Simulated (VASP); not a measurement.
The system is MnO.

```xyz
2
Lattice="0.0000 2.2665 2.2665 2.2665 0.0000 2.2665 2.2665 2.2665 0.0000" Properties=species:S:1:pos:R:3 pbc="T T T"
Mn    0.0000    0.0000    0.0000
O     2.2665    2.2665    2.2665
```

Base run:

- Program: VASP 6.6.1
- Functional: PBE
- Potentials or basis: VASP PAW PBE potentials, release 64 (Mn_pv, O)
- Cutoff: 520 eV
- k mesh: 12 × 12 × 12
- Occupations: gaussian, width 0.05 eV
- Spin: no spin polarisation
- Hubbard terms: Mn d U = 3.9 eV

Its results: pressure -30.7 GPa.

The run is repeated on the same cell with these changes: spin from no spin polarisation to collinear spin, ferromagnetic start; further incar settings from ALGO = Normal; EDIFF = 1e-06; NBANDS = 16 to ALGO = Normal; EDIFF = 1e-07; NBANDS = 20. What comes out?

Pressure -1.5 GPa; net moment 5.00 μB per cell; site moments Mn +4.63; O +0.14 μB.

Caveats: an odd number of electrons without spin polarisation forces a metal (some runs); a magnetic or distorted state may lie lower (some runs); U without spin polarisation on a metal has little footing (some runs); a cell with one magnetic atom can't hold antiferromagnetic order, which such compounds often take (some runs).
